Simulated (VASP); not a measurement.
# Zr (Fd-3m) in VASP: further runs

The runs below take Zr through single point, relaxation of cell and atoms, with LDA.

Everything below comes from runs of VASP 6.6.1. Logs are shortened: lines on timing, memory, paths and dates and some standing lists are left out, and cuts for length are marked.

### 1 The cell of the first run

The structure is cubic, space group Fd-3m (No. 227). Conventional cell: a = 5.175 Å, b = 5.175 Å, c = 5.175 Å, α = 90.00°, β = 90.00°, γ = 90.00°. Zr (site symmetry -43m) has 4 Zr at 2.24 Å within 3.0 Å.

This isn't the form of Zr at room conditions, which is hcp.

### 2 Single point, LDA

INCAR reads:

```
ALGO     = Normal         # electronic algorithm
EDIFF    = 1E-6           # SCF threshold, eV
ENCUT    = 520            # plane-wave cutoff, eV
GGA      = CA             # functional
ISIF     = 2              # what is computed and relaxed
ISMEAR   = -1             # smearing method
LASPH    = True           # aspherical terms in the spheres
LCHARG   = False          # write CHGCAR
LREAL    = False          # projectors in reciprocal space
LWAVE    = False          # write WAVECAR
NBANDS   = 19             # bands
NELM     = 80             # most SCF steps
PREC     = Accurate       # precision mode
SIGMA    = 0.08           # smearing width, eV
```

KPOINTS reads:

```
k-points
0
Gamma
  12 12 12
```

POSCAR reads:

```
Zr
1.0
    0.0000000000      2.5872999853      2.5872999853
    2.5872999853      0.0000000000      2.5872999853
    2.5872999853      2.5872999853      0.0000000000
Zr
2
Direct
   -0.1250000000     -0.1250000000     -0.1250000000
    0.1250000000      0.1250000000      0.1250000000
```

Potentials or basis: VASP PAW LDA potentials, release 64 (Zr_sv).

On the command line:

```console
> cat potpaw_LDA.64/Zr_sv/POTCAR > POTCAR
> mpirun -np 1 vasp_std > vasp.out
```

OUTCAR:

```text
EDIFF = 1E-6
   ENCUT = 520
   GGA = CA
   ISIF = 2
   ISMEAR = -1
   LASPH = True
   LREAL = False
   NELM = 80
   PREC = Accurate

 ion  position               nearest neighbor table
   1  0.875  0.875  0.875-   2 2.24   2 2.24   2 2.24   2 2.24
   2  0.125  0.125  0.125-   1 2.24   1 2.24   1 2.24   1 2.24

  LATTYP: Found a face centered cubic cell.
 ALAT       =     5.1745999706

  Lattice vectors:

 A1 = (   0.0000000000,   2.5872999853,   2.5872999853)
 A2 = (   2.5872999853,   0.0000000000,   2.5872999853)
 A3 = (   2.5872999853,   2.5872999853,   0.0000000000)

Analysis of symmetry for initial positions (statically):
=====================================================================
 Subroutine PRICEL returns:
 Original cell was already a primitive cell.

 Routine SETGRP: Setting up the symmetry group for a
 face centered cubic supercell.

 Subroutine GETGRP returns: Found 48 space group operations
 (whereof 12 operations were pure point group operations)
 out of a pool of 48 trial point group operations.

The static configuration has the point symmetry D_3d.
 The point group associated with its full space group is O_h .

Analysis of symmetry for dynamics (positions and initial velocities):
=====================================================================
 Subroutine PRICEL returns:
 Original cell was already a primitive cell.

 Routine SETGRP: Setting up the symmetry group for a
 face centered cubic supercell.

 Subroutine GETGRP returns: Found 48 space group operations
 (whereof 12 operations were pure point group operations)
 out of a pool of 48 trial point group operations.

The dynamic configuration has the point symmetry D_3d.
 The point group associated with its full space group is O_h .

 Subroutine INISYM returns: Found 48 space group operations
 (whereof 12 operations are pure point group operations),
 and found     1 'primitive' translations

----------------------------------------------------------------------------------------

                                     Primitive cell

  volume of cell :      34.6394

  direct lattice vectors                    reciprocal lattice vectors
     0.000000000  2.587299985  2.587299985    -0.193251653  0.193251653  0.193251653
     2.587299985  0.000000000  2.587299985     0.193251653 -0.193251653  0.193251653
     2.587299985  2.587299985  0.000000000     0.193251653  0.193251653 -0.193251653

  length of vectors
     3.658994729  3.658994729  3.658994729     0.334721682  0.334721682  0.334721682

  position of ions in fractional coordinates (direct lattice)
     0.875000000  0.875000000  0.875000000
     0.125000000  0.125000000  0.125000000

  ion indices of the primitive-cell ions
   primitive index   ion index
                 1           1
                 2           2

----------------------------------------------------------------------------------------

 KPOINTS: k-points

Automatic generation of k-mesh.
 Grid dimensions read from file:
 generate k-points for:   12   12   12

 Generating k-lattice:

  Cartesian coordinates                     Fractional coordinates (reciprocal lattice)
    -0.016104304  0.016104304  0.016104304     0.083333333  0.000000000  0.000000000
     0.016104304 -0.016104304  0.016104304     0.000000000  0.083333333  0.000000000
     0.016104304  0.016104304 -0.016104304     0.000000000  0.000000000  0.083333333

  Length of vectors
     0.027893474  0.027893474  0.027893474

  Shift w.r.t. Gamma in fractional coordinates (k-lattice)
     0.000000000  0.000000000  0.000000000

 Subroutine IBZKPT returns following result:
 ===========================================

 Found     72 irreducible k-points:

 Following reciprocal coordinates:
            Coordinates               Weight
  0.000000  0.000000  0.000000      1.000000
  0.083333  0.000000  0.000000      8.000000
  0.166667  0.000000  0.000000      8.000000
  0.250000  0.000000  0.000000      8.000000
  0.333333  0.000000  0.000000      8.000000
  0.416667  0.000000  0.000000      8.000000
[... 16 lines left out ...]
  0.500000  0.166667  0.000000     24.000000
 -0.416667  0.166667  0.000000     24.000000
 [... further k-points ...]
   k-points           NKPTS =     72   k-points in BZ     NKDIM =     72   number of bands    NBANDS=     19
   number of dos      NEDOS =    301   number of ions     NIONS =      2
   total plane-waves  NPLWV =  21952
   dimension x,y,z NGX =    28 NGY =   28 NGZ =   28
   dimension x,y,z NGXF=    56 NGYF=   56 NGZF=   56
   ions per type =               2
   NGX,Y,Z   is equivalent  to a cutoff of  12.72, 12.72, 12.72 a.u.
   NGXF,Y,Z  is equivalent  to a cutoff of  25.44, 25.44, 25.44 a.u.
 SYSTEM =  unknown system
   PREC   = accura    normal or accurate (medium, high low for compatibility)
   ISTART =      0    job   : 0-new  1-cont  2-samecut
   ICHARG =      2    charge: 1-file 2-atom 10-const
   ISPIN  =      1    spin polarized calculation?
   LNONCOLLINEAR =      F non collinear calculations
   LSORBIT =      F    spin-orbit coupling
   LASPH  =      T    aspherical Exc in radial PAW
   ENCUT  =  520.0 eV  38.22 Ry    6.18 a.u.   6.80  6.80  6.80*2*pi/ulx,y,z
   NELM   =     80;   NELMIN=  2; NELMDL= -5     # of ELM steps
   EDIFF  = 0.1E-05   stopping-criterion for ELM
   LREAL  =      F    real-space projection
   EDIFFG = 0.1E-04   stopping-criterion for IOM
   NSW    =      0    number of steps for IOM
   IBRION =     -1    ionic relax: 0-MD 1-quasi-New 2-CG
   NFREE  =      0    steps in history (QN), initial steepest desc. (CG)
   ISIF   =      2    stress and relaxation
   ISYM   =      2    0-nonsym 1-usesym 2-fastsym
   POTIM  = 0.5000    time-step for ionic-motion
   TEBEG  =    0.0;   TEEND  =   0.0 temperature during run
   PSTRESS=    0.0 pullay stress
   NELECT =      24.0000    total number of electrons
   NUPDOWN=      -1.0000    fix difference up-down
   EMIN   =  10.00;   EMAX   =-10.00  energy-range for DOS
   EFERMI =   0.00;   METHOD = LEGACY
   ISMEAR =    -1;   SIGMA  =   0.08  broadening in eV -4-tet -1-fermi 0-gaus
   EFERMI_NEDOS =   21; number of points for ismear=-14 and -15
   IALGO  =     38    algorithm
   IMIX   =      4    mixing-type and parameters
     AMIX     =   0.40;   BMIX     =  1.00
     AMIX_MAG =   1.60;   BMIX_MAG =  1.00
  volume/ion in A,a.u.               =      17.32       116.88
  Fermi-wavevector in a.u.,A,eV,Ry     =   1.448622  2.737499 28.551910  2.098506
  Thomas-Fermi vector in A             =   2.566442
   LORBIT       =      0    0 simple, 1 ext, 2 COOP (PROOUT), +10 PAW based schemes
   GGA     = CA    functional components
   LHFCALC =     F    Hartree Fock is set to
   AEXX    =    0.0000 exact exchange contribution
   IVDW    =     0    specifies the selected vdW correction
   LEPSILON=     F    determine dielectric tensor
   LRPA    =     F    only Hartree local field effects (RPA)
 non-spin polarized calculation
  energy-cutoff  :      520.00
  volume of cell :       34.64
 maximum number of plane-waves:       950
   NGX = 13   NGY = 13   NGZ = 13

 number of electron      24.0000000 magnetization

 Free energy of the ion-electron system (eV)
  ---------------------------------------------------
  ext. energy  EPLUGINS =         0.00000000
  ---------------------------------------------------
  free energy    TOTEN  =       -11.54428476 eV

  energy without entropy =      -11.48185403  energy(sigma->0) =      -11.51306940

 E-fermi :  12.2423     XC(G=0): -12.3701

 val. band max:       12.2327333277   @ k =  -0.3333   0.2500   0.0833
 cond. band min:      12.2435102622   @ k =   0.0833   0.0833   0.0000
 fundamental gap:      0.0107769345
 Fermi energy:        12.2422841990

 k-point     1 :       0.0000    0.0000    0.0000
  band No.  band energies     occupation
      1     -37.7056      2.00000
      2     -34.4363      2.00000
      3     -16.3452      2.00000
      4     -16.3452      2.00000
      5     -16.3452      2.00000
      6     -13.0846      2.00000
[... 11 lines left out ...]
     18      21.8034      0.00000
     19      21.8034      0.00000

 k-point     2 :       0.0833    0.0000    0.0000
  band No.  band energies     occupation
      1     -37.6704      2.00000
      2     -34.4873      2.00000
      3     -16.3814      2.00000
      4     -16.3814      2.00000
      5     -16.3456      2.00000
      6     -13.0549      2.00000
[... 11 lines left out ...]
     18      21.7287      0.00000
     19      21.7287      0.00000

 k-point     3 :       0.1667    0.0000    0.0000
  band No.  band energies     occupation
      1     -37.5685      2.00000
      2     -34.6321      2.00000
      3     -16.4754      2.00000
      4     -16.4754      2.00000
      5     -16.3514      2.00000
      6     -12.9657      2.00000
[... 11 lines left out ...]
     18      21.5255      0.00000
     19      21.5255      0.00000

 k-point     4 :       0.2500    0.0000    0.0000
  band No.  band energies     occupation
      1     -37.4122      2.00000
      2     -34.8464      2.00000
      3     -16.5939      2.00000
      4     -16.5939      2.00000
      5     -16.3697      2.00000
      6     -12.8261      2.00000
[... 11 lines left out ...]
     18      21.2236      0.00000
     19      21.2236      0.00000

 k-point     5 :       0.3333    0.0000    0.0000
  band No.  band energies     occupation
      1     -37.2265      2.00000
      2     -35.0892      2.00000
      3     -16.7030      2.00000
      4     -16.7030      2.00000
      5     -16.3985      2.00000
      6     -12.6670      2.00000
[... 11 lines left out ...]
     18      20.8167      0.00000
     19      20.8167      0.00000

 k-point     6 :       0.4167    0.0000    0.0000
  band No.  band energies     occupation
      1     -37.0600      2.00000
      2     -35.2971      2.00000
      3     -16.7780      2.00000
      4     -16.7780      2.00000
      5     -16.4251      2.00000
      6     -12.5390      2.00000
[... 11 lines left out ...]
     18      20.3138      0.00000
     19      20.3139      0.00000

 k-point     7 :       0.5000    0.0000    0.0000
  band No.  band energies     occupation
      1     -36.9886      2.00000
      2     -35.3835      2.00000
      3     -16.8046      2.00000
      4     -16.8046      2.00000
      5     -16.4359      2.00000
      6     -12.4897      2.00000
[... 11 lines left out ...]
     18      19.7841      0.00000
     19      19.9926      0.00000

 k-point     8 :       0.0833    0.0833    0.0000
  band No.  band energies     occupation
      1     -37.6585      2.00000
      2     -34.5045      2.00000
      3     -16.4283      2.00000
      4     -16.4283      2.00000
      5     -16.2709      2.00000
      6     -13.1405      2.00000
[... 256 lines left out ...]
 k-point    20 :       0.2500    0.1667    0.0000
  band No.  band energies     occupation
      1     -37.3974      2.00000
      2     -34.8660      2.00000
      3     -16.7660      2.00000
      4     -16.7534      2.00000
      5     -15.9406      2.00000
      6     -13.3598      2.00000
[... 11 lines left out ...]
     18      19.4621      0.00000
     19      22.1400      0.00000

 k-point    21 :       0.3333    0.1667    0.0000
  band No.  band energies     occupation
      1     -37.2274      2.00000
      2     -35.0879      2.00000
      3     -16.9218      2.00000
      4     -16.8573      2.00000
      5     -15.8506      2.00000
      6     -13.3477      2.00000
[... 11 lines left out ...]
     18      18.9812      0.00000
     19      21.6709      0.00000

 k-point    22 :       0.4167    0.1667    0.0000
  band No.  band energies     occupation
      1     -37.0385      2.00000
      2     -35.3229      2.00000
      3     -17.0712      2.00000
      4     -16.9218      2.00000
      5     -15.7951      2.00000
      6     -13.2863      2.00000
[... 11 lines left out ...]
     18      18.8930      0.00000
     19      20.9522      0.00000

 k-point    23 :       0.5000    0.1667    0.0000
  band No.  band energies     occupation
      1     -36.8901      2.00000
      2     -35.4998      2.00000
      3     -17.1795      2.00000
      4     -16.9348      2.00000
      5     -15.7803      2.00000
      6     -13.2077      2.00000
[... 11 lines left out ...]
     18      19.6811      0.00000
     19      19.9634      0.00000

 k-point    24 :      -0.4167    0.1667    0.0000
  band No.  band energies     occupation
      1     -36.8683      2.00000
      2     -35.5252      2.00000
      3     -17.2212      2.00000
      4     -16.8940      2.00000
      5     -15.8062      2.00000
      6     -13.1433      2.00000
[... 11 lines left out ...]
     18      18.7251      0.00000
     19      20.1350      0.00000

 [... further k-points ...]

------------------------ aborting loop because EDIFF is reached ----------------------------------------

  FORCE on cell =-STRESS in cart. coord.  units (eV):
  Direction    XX          YY          ZZ          XY          YZ          ZX
  --------------------------------------------------------------------------------------
  -------------------------------------------------------------------------------------
  Total       12.6833686     12.6833686     12.6833686      0.0000000      0.0000000      0.0000000
  in kB      586.6442845    586.6442845    586.6442845      0.0000000      0.0000000      0.0000000
  external PRESSURE =     586.6442845 kB  Pullay stress =       0.0000000 kB

 VOLUME and BASIS-vectors are now :
 -----------------------------------------------------------------------------
  energy-cutoff  :      520.00
  volume of cell :       34.64
      direct lattice vectors                 reciprocal lattice vectors
     0.000000000  2.587299985  2.587299985    -0.193251653  0.193251653  0.193251653
     2.587299985  0.000000000  2.587299985     0.193251653 -0.193251653  0.193251653
     2.587299985  2.587299985  0.000000000     0.193251653  0.193251653 -0.193251653

 POSITION                                       TOTAL-FORCE (eV/Angst)
 -----------------------------------------------------------------------------------
      4.52777      4.52777      4.52777         0.000000      0.000000      0.000000
      0.64682      0.64682      0.64682        -0.000000     -0.000000     -0.000000
 -----------------------------------------------------------------------------------
    total drift:                                0.000000     -0.000000     -0.000000

  FREE ENERGIE OF THE ION-ELECTRON SYSTEM (eV)
  ---------------------------------------------------
  free  energy   TOTEN  =       -11.5442847635 eV

  energy  without entropy=      -11.4818540334  energy(sigma->0) =      -11.51306940
```

Wall time 18 s (1 thread of Intel Xeon 6975P-C (Granite Rapids), shared host); peak memory 0.16 GiB.

Results:

```
Free energy            : -11.5443 eV
Pressure               : 58.7 GPa
Band gap on the k mesh : zero (bands 12 and 13 overlap by 2.47 eV)
```

Caveat: the cell stands under pressure.

(Part 1 of 2 ends here.)
